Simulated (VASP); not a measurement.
ZnS: single point with PBE

Crystal: ZnS.

```
Zn S
1.0
     0.00000    2.70200    2.70200
     2.70200    0.00000    2.70200
     2.70200    2.70200    0.00000
Zn S
1 1
Cartesian
  1.3510 1.3510 1.3510
  0.0000 0.0000 0.0000
```

| Quantity | Value |
| --- | --- |
| Program | VASP 6.6.1 |
| Task | single point |
| Functional | PBE |
| Potentials or basis | VASP PAW PBE potentials, release 64 (Zn, S) |
| Cutoff | 500 eV |
| k mesh | 8 × 8 × 8 |
| Occupations | gaussian, width 0.05 eV |
| Spin | no spin polarisation |
| Dipole correction | no |
| Further INCAR settings | ALGO = Normal; EDIFF = 1e-06; NBANDS = 16 |

| Item | Value |
| --- | --- |
| Pressure | 1.8 GPa |
| Band gap on the k mesh | 2.11 eV |

Levels at points of the mesh, in eV from the valence-band top:
```
           k point  band 6  band 7  band 8  band 9  band 10  band 11  band 12  band 13
(0.00, 0.00, 0.00)   -5.84    0.00    0.00    0.00     2.11     6.40     6.40     6.40
(0.50, 0.00, 0.00)   -5.64   -5.29   -0.87   -0.87     3.31     6.93     6.93     8.88
(0.50, 0.50, 0.00)   -5.62   -4.56   -2.22   -2.22     3.41     4.07    10.98    11.97
```

Run time: 32 s on 1 thread of Intel Xeon 8259CL, with other jobs on the host, peak memory 0.16 GiB.

PBE gaps usually lie below the measured ones, often by a third to a half.
